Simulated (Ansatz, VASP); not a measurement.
## InSb: VASP beside Ansatz

```xyz
2
Lattice="0.0000 3.2174 3.2174 3.2174 0.0000 3.2174 3.2174 3.2174 0.0000" Properties=species:S:1:pos:R:3 pbc="T T T"
In    0.0000    0.0000    0.0000
Sb    4.8260    4.8260    4.8260
```

Change from the starting cell: volume scaled by 0.98.

Alike in both runs: task single point; functional LDA; k mesh 10 × 10 × 10; occupations fermi-dirac, width 0.03 eV; no spin polarisation.

```csv
,VASP,Ansatz
version,VASP 6.6.1,Ansatz 0.2.0
potentials or method,"VASP PAW LDA potentials, release 64 (In_d, Sb), cutoff 520 eV","all-electron LAPW, scalar-relativistic"
```

|  | VASP | Ansatz | Ansatz less VASP |
| --- | --- | --- | --- |
| pressure (GPa) | 0.4 | 0.3 | -0.08 |

LDA's correlation is that of Perdew and Zunger in VASP and of Perdew and Wang (1992) in Ansatz. Ansatz ran all-electron here, and VASP with PAW potentials.

Spin-orbit coupling is off throughout.
